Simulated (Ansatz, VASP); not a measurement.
# Two plane-wave programs on Hf

```
Hf
1.0
     3.19670    0.00000    0.00000
    -1.59835    2.76842    0.00000
     0.00000    0.00000    5.05780
Hf
2
Direct
  0.66667 0.33333 0.75000
  0.33333 0.66667 0.25000
```

Alike in both runs: task single point; functional PBE; k mesh 10 × 10 × 5; occupations gaussian, width 0.012 eV; no spin polarisation.

|  | VASP | Ansatz |
| --- | --- | --- |
| version | VASP 6.6.1 | Ansatz 0.2.0 |
| potentials or method | VASP PAW PBE potentials, release 64 (Hf_pv) | Ansatz PAW |
| plane-wave cutoff (eV) | 520 | 420 |
| valence electrons in the cell | 20 | 52 |

VASP gave:

- gap on the k mesh at the Fermi level (eV): none
- pressure (GPa): 0.2
- traceless stress, the component that is largest in VASP (GPa): -0.18

Question: Estimate Ansatz's values.

Answer: gap on the k mesh at the Fermi level (eV): none; pressure (GPa): 0.6; traceless stress, the component that is largest in VASP (GPa): -0.13.

A gap of «none» marks a metal or a gap that the smearing closes. VASP's potentials hold 20 valence electrons a cell and Ansatz's 52, so a difference there can come from the potentials and not from the codes.

Spin-orbit coupling is off throughout.
